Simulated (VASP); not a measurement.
# K2TiF4 (I4/mmm) in VASP: single point with r2SCAN

Aim: the single point of K2TiF4 with r2SCAN.

Program: VASP 6.6.1. These are calculated values, not measurements. Logs are shortened: lines on timing, memory, paths and dates and some standing lists are left out, and cuts for length are marked.

## (1) The cell of the first run

It takes space group I4/mmm (No. 139, tetragonal). Conventional cell: a = 4.035 Å, b = 4.035 Å, c = 13.161 Å, α = 90.00°, β = 90.00°, γ = 90.00°. Within 3.5 Å of K (site symmetry 4mm) lie 9 F at 2.64 to 2.85 Å and 4 Ti at 3.44 Å. Ti (site symmetry 4/mmm) has 6 F at 2.02 Å within 2.7 Å. F (site symmetry mmm) has 2 Ti at 2.02 Å and 4 K at 2.79 Å and 8 F at 2.85 Å within 2.9 Å. Within 2.7 Å of F (site symmetry 4mm) lie 1 Ti at 2.02 Å and 1 K at 2.64 Å.

## (2) Single point, r2SCAN

File POSCAR:

```
K2TiF4
1.0
    0.0000000000      4.0353440600      0.0000000000
    4.0353440600      0.0000000000      0.0000000000
    2.0176715300      2.0176715300     -6.5804365800
K Ti F
2 1 4
Direct
    0.3537700000      0.3537700000      0.2924600000
    0.6462300000      0.6462300000      0.7075400000
    0.0000000000      0.0000000000      0.0000000000
    0.5000000000      0.0000000000      0.0000000000
    0.0000000000      0.5000000000      0.0000000000
    0.1533100000      0.1533100000      0.6933800000
    0.8466900000      0.8466900000      0.3066200000
```

File INCAR.step1:

```
SYSTEM = K2TiF4
  PREC = Accurate
  ENCUT = 520
  ISMEAR = -1
  SIGMA = 0.1
  LREAL = .False.
  LASPH = .True.
  NELM = 80
  NBANDS = 38
  GGA = PE
  ALGO = Normal
  EDIFF = 1E-4
  LWAVE = .True.
  LCHARG = .False.
```

File INCAR.step2:

```
SYSTEM = K2TiF4
  PREC = Accurate
  ENCUT = 520
  EDIFF = 1E-7
  ISMEAR = -1
  SIGMA = 0.1
  LREAL = .False.
  LASPH = .True.
  NELM = 80
  ALGO = Normal
  ISIF = 2
  LWAVE = .False.
  LCHARG = .False.
  METAGGA = R2SCAN
  LMIXTAU = .True.
  NBANDS = 38
  ISTART = 1
```

File KPOINTS:

```
regular mesh
0
Gamma
  5 5 5
  0 0 0
```

Potentials or basis: VASP PAW PBE potentials, release 64 (K_sv, Ti_sv, F).

The run is started by

```console
cat potpaw_PBE.64/K_sv/POTCAR potpaw_PBE.64/Ti_sv/POTCAR potpaw_PBE.64/F/POTCAR > POTCAR
cp INCAR.step1 INCAR
mpirun -np 1 vasp_std > vasp.out
cp INCAR.step2 INCAR
mpirun -np 1 vasp_std > vasp.out
```

OUTCAR:

```text
SYSTEM = K2TiF4
   PREC = Accurate
   ENCUT = 520
   EDIFF = 1E-7
   ISMEAR = -1
   LREAL = .False.
   LASPH = .True.
   NELM = 80
   ISIF = 2
   METAGGA = R2SCAN
   ISTART = 1

 ion  position               nearest neighbor table
   1  0.354  0.354  0.292-   6 2.64   5 2.79   4 2.79   4 2.79   5 2.79   7 2.85   7 2.85   7 2.85
                             7 2.85
   2  0.646  0.646  0.708-   7 2.64   5 2.79   4 2.79   4 2.79   5 2.79   6 2.85   6 2.85   6 2.85
                             6 2.85
   3  0.000  0.000  0.000-   4 2.02   5 2.02   5 2.02   4 2.02   6 2.02   7 2.02
   4  0.500  0.000  0.000-   3 2.02   3 2.02   1 2.79   2 2.79   1 2.79   2 2.79
   5  0.000  0.500  0.000-   3 2.02   3 2.02   1 2.79   2 2.79   2 2.79   1 2.79
   6  0.153  0.153  0.693-   3 2.02   1 2.64   2 2.85   2 2.85   2 2.85   2 2.85
   7  0.847  0.847  0.307-   3 2.02   2 2.64   1 2.85   1 2.85   1 2.85   1 2.85

  LATTYP: Found a body centered tetragonal cell.
 ALAT       =     4.0353440600
 C/A-ratio  =     3.2614005062

  Lattice vectors:

 A1 = (  -2.0176715300,   2.0176725300,   6.5804365800)
 A2 = (   2.0176725300,  -2.0176715300,   6.5804365800)
 A3 = (   2.0176715300,   2.0176715300,  -6.5804365800)

Analysis of symmetry for initial positions (statically):
=====================================================================
 Subroutine PRICEL returns:
 Original cell was already a primitive cell.

 Routine SETGRP: Setting up the symmetry group for a
 body centered tetragonal supercell.

 Subroutine GETGRP returns: Found 16 space group operations
 (whereof 16 operations were pure point group operations)
 out of a pool of 16 trial point group operations.

The static configuration has the point symmetry D_4h.

Analysis of symmetry for dynamics (positions and initial velocities):
=====================================================================
 Subroutine PRICEL returns:
 Original cell was already a primitive cell.

 Routine SETGRP: Setting up the symmetry group for a
 body centered tetragonal supercell.

 Subroutine GETGRP returns: Found 16 space group operations
 (whereof 16 operations were pure point group operations)
 out of a pool of 16 trial point group operations.

The dynamic configuration has the point symmetry D_4h.

 Subroutine INISYM returns: Found 16 space group operations
 (whereof 16 operations are pure point group operations),
 and found     1 'primitive' translations

----------------------------------------------------------------------------------------

                                     Primitive cell

  volume of cell :     107.1558

  direct lattice vectors                    reciprocal lattice vectors
     0.000000000  4.035344060  0.000000000     0.000000000  0.247810344  0.075982782
     4.035344060  0.000000000  0.000000000     0.247810344  0.000000000  0.075982782
     2.017671530  2.017671530 -6.580436580     0.000000000  0.000000000 -0.151965601

  length of vectors
     4.035344060  4.035344060  7.172457207     0.259197511  0.259197511  0.151965601

  position of ions in fractional coordinates (direct lattice)
     0.353770000  0.353770000  0.292460000
     0.646230000  0.646230000  0.707540000
     0.000000000  0.000000000  0.000000000
     0.500000000  0.000000000  0.000000000
     0.000000000  0.500000000  0.000000000
     0.153310000  0.153310000  0.693380000
     0.846690000  0.846690000  0.306620000

  ion indices of the primitive-cell ions
   primitive index   ion index
                 1           1
                 2           2
                 3           3
                 4           4
                 5           5
                 6           6
                 7           7

----------------------------------------------------------------------------------------

 KPOINTS: regular mesh

Automatic generation of k-mesh.
 Grid dimensions read from file:
 generate k-points for:    5    5    5

 Generating k-lattice:

  Cartesian coordinates                     Fractional coordinates (reciprocal lattice)
     0.000000000  0.049562069  0.015196556     0.200000000  0.000000000 -0.000000000
     0.049562069  0.000000000  0.015196556     0.000000000  0.200000000 -0.000000000
     0.000000000  0.000000000 -0.030393120     0.000000000  0.000000000  0.200000000

  Length of vectors
     0.051839502  0.051839502  0.030393120

  Shift w.r.t. Gamma in fractional coordinates (k-lattice)
     0.000000000  0.000000000  0.000000000

 Subroutine IBZKPT returns following result:
 ===========================================

 Found     18 irreducible k-points:

 Following reciprocal coordinates:
            Coordinates               Weight
  0.000000  0.000000  0.000000      1.000000
  0.200000  0.000000  0.000000      8.000000
  0.400000  0.000000  0.000000      8.000000
  0.200000  0.200000  0.000000      8.000000
  0.400000  0.200000  0.000000     16.000000
 -0.400000  0.200000  0.000000     16.000000
[... 10 lines left out ...]
  0.000000  0.000000  0.400000      2.000000
 -0.200000  0.000000  0.400000      4.000000
   k-points           NKPTS =     18   k-points in BZ     NKDIM =     18   number of bands    NBANDS=     38
   number of dos      NEDOS =    301   number of ions     NIONS =      7
   total plane-waves  NPLWV =  48600
   dimension x,y,z NGX =    30 NGY =   30 NGZ =   54
   dimension x,y,z NGXF=    60 NGYF=   60 NGZF=  108
   ions per type =               2   1   4
   NGX,Y,Z   is equivalent  to a cutoff of  12.36, 12.36, 12.52 a.u.
   NGXF,Y,Z  is equivalent  to a cutoff of  24.72, 24.72, 25.03 a.u.
 SYSTEM =  K2TiF4
   PREC   = accura    normal or accurate (medium, high low for compatibility)
   ISTART =      1    job   : 0-new  1-cont  2-samecut
   ICHARG =      0    charge: 1-file 2-atom 10-const
   ISPIN  =      1    spin polarized calculation?
   LNONCOLLINEAR =      F non collinear calculations
   LSORBIT =      F    spin-orbit coupling
   LASPH  =      T    aspherical Exc in radial PAW
   ENCUT  =  520.0 eV  38.22 Ry    6.18 a.u.   7.50  7.50 13.34*2*pi/ulx,y,z
   NELM   =     80;   NELMIN=  2; NELMDL=  0     # of ELM steps
   EDIFF  = 0.1E-06   stopping-criterion for ELM
   LREAL  =      F    real-space projection
   EDIFFG = 0.1E-05   stopping-criterion for IOM
   NSW    =      0    number of steps for IOM
   IBRION =     -1    ionic relax: 0-MD 1-quasi-New 2-CG
   NFREE  =      0    steps in history (QN), initial steepest desc. (CG)
   ISIF   =      2    stress and relaxation
   ISYM   =      2    0-nonsym 1-usesym 2-fastsym
   POTIM  = 0.5000    time-step for ionic-motion
   TEBEG  =    0.0;   TEEND  =   0.0 temperature during run
   PSTRESS=    0.0 pullay stress
   NELECT =      58.0000    total number of electrons
   NUPDOWN=      -1.0000    fix difference up-down
   EMIN   =  10.00;   EMAX   =-10.00  energy-range for DOS
   EFERMI =   0.00;   METHOD = LEGACY
   ISMEAR =    -1;   SIGMA  =   0.10  broadening in eV -4-tet -1-fermi 0-gaus
   EFERMI_NEDOS =   21; number of points for ismear=-14 and -15
   IALGO  =     38    algorithm
   IMIX   =      4    mixing-type and parameters
     AMIX     =   0.40;   BMIX     =  1.00
     AMIX_MAG =   1.60;   BMIX_MAG =  1.00
  volume/ion in A,a.u.               =      15.31       103.30
  Fermi-wavevector in a.u.,A,eV,Ry     =   1.334173  2.521222 24.218617  1.780018
  Thomas-Fermi vector in A             =   2.462975
   LORBIT       =      0    0 simple, 1 ext, 2 COOP (PROOUT), +10 PAW based schemes
   METAGGA = R2SCAN    functional components
   LHFCALC =     F    Hartree Fock is set to
   AEXX    =    0.0000 exact exchange contribution
   IVDW    =     0    specifies the selected vdW correction
   LEPSILON=     F    determine dielectric tensor
   LRPA    =     F    only Hartree local field effects (RPA)
 non-spin polarized calculation
  energy-cutoff  :      520.00
  volume of cell :      107.16
 maximum number of plane-waves:      2912
 NGX is ok and might be reduce to    30
   NGX = 15   NGY = 15   NGZ = 27

 number of electron      58.0000002 magnetization

 Free energy of the ion-electron system (eV)
  ---------------------------------------------------
  ext. energy  EPLUGINS =         0.00000000
  ---------------------------------------------------
  free energy    TOTEN  =       -57.72584385 eV

  energy without entropy =      -57.51812547  energy(sigma->0) =      -57.62198466

 E-fermi :   5.8788     XC(G=0):  -9.8375

 val. band max:        5.7860316346   @ k =  -0.4000   0.0000   0.2000
 cond. band min:       5.8944290017   @ k =   0.2000   0.0000   0.0000
 fundamental gap:      0.1083973671
 Fermi energy:         5.8788108199

 k-point     1 :       0.0000    0.0000    0.0000
  band No.  band energies     occupation
      1     -54.6936      2.00000
      2     -30.2274      2.00000
      3     -30.0637      2.00000
      4     -30.0637      2.00000
      5     -28.9857      2.00000
      6     -28.9271      2.00000
[... 30 lines left out ...]
     37       9.1109      0.00000
     38       9.1198      0.00000

 k-point     2 :       0.2000    0.0000    0.0000
  band No.  band energies     occupation
      1     -54.6929      2.00000
      2     -30.2255      2.00000
      3     -30.1473      2.00000
      4     -30.0628      2.00000
      5     -28.9712      2.00000
      6     -28.9278      2.00000
[... 30 lines left out ...]
     37       9.3427      0.00000
     38       9.5680      0.00000

 k-point     3 :       0.4000    0.0000    0.0000
  band No.  band energies     occupation
      1     -54.6916      2.00000
      2     -30.2747      2.00000
      3     -30.2224      2.00000
      4     -30.0613      2.00000
      5     -28.9465      2.00000
      6     -28.9310      2.00000
[... 30 lines left out ...]
     37       9.9337      0.00000
[... 535 lines left out ...]
 k-point    17 :       0.0000    0.0000    0.4000
  band No.  band energies     occupation
      1     -54.6936      2.00000
      2     -30.2291      2.00000
      3     -30.0637      2.00000
      4     -30.0637      2.00000
      5     -28.9650      2.00000
      6     -28.9453      2.00000
[... 30 lines left out ...]
     37       9.3964      0.00000
     38       9.5995      0.00000

 k-point    18 :      -0.2000    0.0000    0.4000
  band No.  band energies     occupation
      1     -54.6929      2.00000
      2     -30.2269      2.00000
      3     -30.1473      2.00000
      4     -30.0628      2.00000
      5     -28.9528      2.00000
      6     -28.9441      2.00000
[... 30 lines left out ...]
     37       9.5512      0.00000
     38      10.0041      0.00000

------------------------ aborting loop because EDIFF is reached ----------------------------------------

  FORCE on cell =-STRESS in cart. coord.  units (eV):
  Direction    XX          YY          ZZ          XY          YZ          ZX
  --------------------------------------------------------------------------------------
  -------------------------------------------------------------------------------------
  Total        2.6869357      2.6869357      3.6419819      0.0000000      0.0000003      0.0000003
  in kB       40.1746412     40.1746412     54.4543432      0.0000000      0.0000041      0.0000041
  external PRESSURE =      44.9345419 kB  Pullay stress =       0.0000000 kB

 VOLUME and BASIS-vectors are now :
 -----------------------------------------------------------------------------
  energy-cutoff  :      520.00
  volume of cell :      107.16
      direct lattice vectors                 reciprocal lattice vectors
     0.000000000  4.035344060  0.000000000     0.000000000  0.247810344  0.075982782
     4.035344060  0.000000000  0.000000000     0.247810344  0.000000000  0.075982782
     2.017671530  2.017671530 -6.580436580     0.000000000  0.000000000 -0.151965601

 POSITION                                       TOTAL-FORCE (eV/Angst)
 -----------------------------------------------------------------------------------
      2.01767      2.01767     -1.92451        -0.000000     -0.000000     -0.090104
      4.03534      4.03534     -4.65592         0.000000      0.000000      0.090104
      0.00000      0.00000      0.00000        -0.000000     -0.000000      0.000000
      0.00000      2.01767      0.00000         0.000000      0.000000      0.000000
      2.01767      0.00000      0.00000         0.000000      0.000000      0.000000
      2.01767      2.01767     -4.56274         0.000000      0.000000      0.763114
      4.03534      4.03534     -2.01769        -0.000000     -0.000000     -0.763114
 -----------------------------------------------------------------------------------
    total drift:                                0.000000      0.000000     -0.000000

  FREE ENERGIE OF THE ION-ELECTRON SYSTEM (eV)
  ---------------------------------------------------
  free  energy   TOTEN  =       -57.7258438516 eV

  energy  without entropy=      -57.5181254725  energy(sigma->0) =      -57.62198466
```

Wall time 12 min (1 thread of Intel Xeon 8259CL, shared host); peak memory 0.26 GiB.

Results:

```
Free energy            : -57.7258 eV
Pressure               : 4.5 GPa
Largest force          : 0.763 eV/Å
Band gap on the k mesh : zero (bands 29 and 30 overlap by 1.06 eV)
```

Forces in eV/Å, atoms in the order of the input:
```
K    0.000  0.000 -0.090
K    0.000  0.000  0.090
Ti   0.000  0.000  0.000
F    0.000  0.000  0.000
F    0.000  0.000  0.000
F    0.000  0.000  0.763
F    0.000  0.000 -0.763
```

Caveat: the cell stands under pressure; the PAW data sets were made with another functional, which shifts forces and pressure a little; semilocal functionals often make such compounds metallic where correlation or magnetic order opens a gap, which also shifts bond lengths.

The gap in the log of VASP goes by the Fermi energy; the results here count the filled bands.